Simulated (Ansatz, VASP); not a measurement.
## BaTiO3 in VASP and in Ansatz

The input INCAR:

```
  PREC = Accurate
  ENCUT = 910
  EDIFF = 1E-6
  ISMEAR = -1
  SIGMA = 0.05
  LREAL = F
  LASPH = T
  NELM = 200
  ALGO = Normal
  ISIF = 2
  LWAVE = F
  LCHARG = F
  LMAXMIX = 4
  LDAU = T
  LDAUTYPE = 2
  LDAUL = -1 2 -1
  LDAUU = 0 2 0
  LDAUJ = 0 0 0
  LDAUPRINT = 1
  GGA = PS
  NBANDS = 28
  GGA_COMPAT = F
```

KPOINTS

```
regular mesh
0
Gamma
  7 7 7
```

The input POSCAR:

```
BaTiO3
1.0
    3.9855000000      0.0000000000      0.0000000000
    0.0000000000      2.8369000000      2.8451500000
    0.0000000000     -2.8369000000      2.8451500000
Ba Ti O
1 1 3
Direct
    0.0000000000      0.0000000000      0.0000000000
    0.5000000000      0.5124000000      0.5124000000
    0.5000000000      0.9918400000      0.5052400000
    0.5000000000      0.5052400000      0.9918400000
    0.0000000000      0.4874000000      0.4874000000
```

File input.yaml:

```yaml
crystal:
  lattice:
    - [3.9855, 0.0, 0.0]
    - [0.0, 2.8369, 2.84515]
    - [0.0, -2.8369, 2.84515]
  atoms:
    - { symbol: Ba, position: [0.0, 0.0, 0.0] }
    - { symbol: Ti, position: [0.5, 0.5124, 0.5124] }
    - { symbol: O, position: [0.5, 0.99184, 0.50524] }
    - { symbol: O, position: [0.5, 0.50524, 0.99184] }
    - { symbol: O, position: [0.0, 0.4874, 0.4874] }
hamiltonian:
  xc: pbesol
  pseudopotentials: { kind: paw }
  hubbard: { sites: [{ species: Ti, l: d, u_eff: 2.0 }] }
kpoints:
  mp_grid: { grid: [7, 7, 7] }
scf:
  occupations: { method: fermi_dirac, width: 0.05 }
  n_extra_bands: 12
output:
  forces: true
  stress: true
  eigenvalues: true
  dos: { projected: true, de: 0.05, nscf_kmesh: { grid: [11, 11, 11] } }
```

Alike in both runs: functional PBEsol; k mesh 7 × 7 × 7; occupations fermi-dirac, width 0.05 eV; no spin polarisation; Hubbard terms Ti d U = 2.0 eV.

|  | VASP | Ansatz |
| --- | --- | --- |
| version | VASP 6.6.1 | Ansatz 0.2.0 |
| potentials or method | VASP PAW PBE potentials, release 64 (Ba_sv, Ti_sv, O_h) | Ansatz PAW |
| plane-wave cutoff (eV) | 910 | 420 |
| valence electrons in the cell | 40 | 40 |
| task | single point | projected density of states |

```tsv
	VASP	Ansatz	Ansatz less VASP
gap on the k mesh at the Fermi level (eV)	2.10	2.14	+0.045
least direct gap on the mesh (eV)	2.25	2.26	+0.011
rms of the force components (eV/Å)	0.102	0.111	+0.0096
```

VASP's potentials were made for PBE, not for PBEsol. The programs project onto different local orbitals, so the same U acts differently, and such runs can settle in different states. Atom by atom the forces differ by 0.069 eV/Å (rms over components).

Spin-orbit coupling is off throughout. Noted on VASP's run: the cutoff is short for stress, so the pressure is rough. Noted on Ansatz's run: odd divisions of the mesh miss points on the zone boundary, where band edges often lie, so the gap on the mesh can be too wide.
